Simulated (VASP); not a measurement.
Write the native input for VASP 6.6.1 that does the following.

```
Task                   : single point
Functional             : PBE
Potentials or basis    : VASP PAW PBE potentials, release 64 (Y_sv, Lu, N)
Cutoff                 : 520 eV
k mesh                 : 12 × 12 × 4
Occupations            : gaussian, width 0.01 eV
Spin                   : no spin polarisation
Dipole correction      : no
Further INCAR settings : ALGO = Normal; EDIFF = 1e-06; NBANDS = 40
```

The structure of Y2LuN3 lies in POSCAR:

```
Y2LuN3
1.0
    3.3648976109      0.0000000283      0.0000000000
   -1.6824488299      2.9140867980      0.0000000000
    0.0000000000      0.0000000000      8.2453526421
Y Lu N
2 1 3
Direct
    0.3333333333      0.6666666667      0.6691921107
    0.6666666667      0.3333333333      0.3308078893
    0.0000000000      0.0000000000      0.0000000000
    0.3333333333      0.6666666667      0.1613034969
    0.6666666667      0.3333333333      0.8386965031
    0.0000000000      0.0000000000      0.5000000000
```

One way to write it, as run:

INCAR

```
ALGO = Normal
EDIFF = 1E-6
ENCUT = 520
GGA = PE
ISIF = 2
ISMEAR = 0
LASPH = T
LCHARG = F
LREAL = F
LWAVE = F
NBANDS = 40
NELM = 100
PREC = Accurate
SIGMA = 0.01
```

KPOINTS

```
k-points
0
Gamma
  12 12 4
```

Potentials or basis: VASP PAW PBE potentials, release 64 (Y_sv, Lu, N).

Run with:

```console
$ cat potpaw_PBE.64/Y_sv/POTCAR potpaw_PBE.64/Lu/POTCAR potpaw_PBE.64/N/POTCAR > POTCAR
$ mpirun -np 1 vasp_std > vasp.out
```

It gave:

The pressure is 11.5 GPa. The largest force is 0.063 eV/Å and the band gap on the k mesh is zero (bands 31 and 32 overlap by 0.05 eV).

Caveat: the cell stands under pressure; spin-orbit coupling is left out, which moves the levels of the heavy elements.

Wall time 3 min on 1 thread of AMD EPYC 9R45 96-Core Processor (Zen 5) (shared host), peak memory 0.35 GiB.
